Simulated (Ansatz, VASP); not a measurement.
# One calculation of Ta, two programs

The input POSCAR:

```
Ta
1.0
    4.6148994293      0.0000000000      0.0000000000
   -2.3074497147      3.9966201417      0.0000000000
    0.0000000000      0.0000000000      8.7370559845
Ta
8
Direct
    0.0000000000      0.3235295489      0.0000000000
    0.3235295489      0.0000000000      0.0000000000
    0.6764704511      0.6764704511      0.0000000000
    0.0000000000      0.6764704511      0.5000000000
    0.6764704511      0.0000000000      0.5000000000
    0.3235295489      0.3235295489      0.5000000000
    0.6666666667      0.3333333333      0.7500000000
    0.3333333333      0.6666666667      0.2500000000
```

Contents of INCAR.step1:

```
SYSTEM = Ta
ALGO = Normal ; EDIFF = 1E-4
ENCUT = 520 ; GGA = PE
ISMEAR = 0 ; LASPH = .True.
LCHARG = .False. ; LREAL = .False.
LWAVE = .True. ; NBANDS = 54
NELM = 100 ; PREC = Accurate
SIGMA = 0.15
```

The input INCAR.step2:

```
SYSTEM = Ta
ALGO = Normal ; EDIFF = 1E-6
ENCUT = 520 ; ISIF = 2
ISMEAR = 0 ; ISTART = 1
LASPH = .True. ; LCHARG = .False.
LMIXTAU = .True. ; LREAL = .False.
LWAVE = .False. ; METAGGA = R2SCAN
NBANDS = 54 ; NELM = 100
PREC = Accurate ; SIGMA = 0.15
```

Contents of KPOINTS:

```
k-points
0
Gamma
  12 12 6
  0 0 0
```

Input for Ansatz:

```yaml
crystal:
  lattice:
    - [4.6148994293, 0.0, 0.0]
    - [-2.3074497147, 3.9966201417, 0.0]
    - [0.0, 0.0, 8.7370559845]
  atoms:
    - { symbol: Ta, position: [0.0, 0.3235295489, 0.0] }
    - { symbol: Ta, position: [0.3235295489, 0.0, 0.0] }
    - { symbol: Ta, position: [0.6764704511, 0.6764704511, 0.0] }
    - { symbol: Ta, position: [0.0, 0.6764704511, 0.5] }
    - { symbol: Ta, position: [0.6764704511, 0.0, 0.5] }
    - { symbol: Ta, position: [0.3235295489, 0.3235295489, 0.5] }
    - { symbol: Ta, position: [0.6666666667, 0.3333333333, 0.75] }
    - { symbol: Ta, position: [0.3333333333, 0.6666666667, 0.25] }
basis:
  ecutwfc: 500
kpoints:
  mp_grid: { grid: [12, 12, 6] }
hamiltonian:
  xc: r2scan
scf:
  occupations: { method: gaussian, width: 0.15 }
output:
  forces: true
  stress: true
  eigenvalues: true
```

Change from the starting cell: strain -0.080 along x and y, +0.040 along z, atoms carried along.

Alike in both runs: task single point; functional r2SCAN; k mesh 12 × 12 × 6; occupations gaussian, width 0.15 eV; no spin polarisation.

|  | VASP | Ansatz |
| --- | --- | --- |
| version | VASP 6.6.1 | Ansatz 0.2.0 |
| potentials or method | VASP PAW PBE potentials, release 64 (Ta_pv), cutoff 520 eV | scalar-relativistic, plane waves, PAW |
| valence electrons in the cell | 88 | 104 |

Ansatz gave:

| Quantity | Value |
| --- | --- |
| gap on the k mesh at the Fermi level (eV) | none |
| pressure (GPa) | 24.5 |
| traceless stress, the component that is largest in VASP (GPa) | -11.11 |
| rms of the force components (eV/Å) | 0.260 |

Problem. What did VASP give for the same quantities?

Solution. gap on the k mesh at the Fermi level (eV): none; pressure (GPa): 25.3; traceless stress, the component that is largest in VASP (GPa): -11.33; rms of the force components (eV/Å): 0.270.

VASP's potentials were made for PBE, not for r2SCAN. Atom by atom the forces differ by 0.010 eV/Å (rms over components). A gap of «none» marks a metal or a gap that the smearing closes. VASP's potentials hold 88 valence electrons a cell and Ansatz's 104, so a difference there can come from the potentials and not from the codes.

Spin-orbit coupling is off throughout.
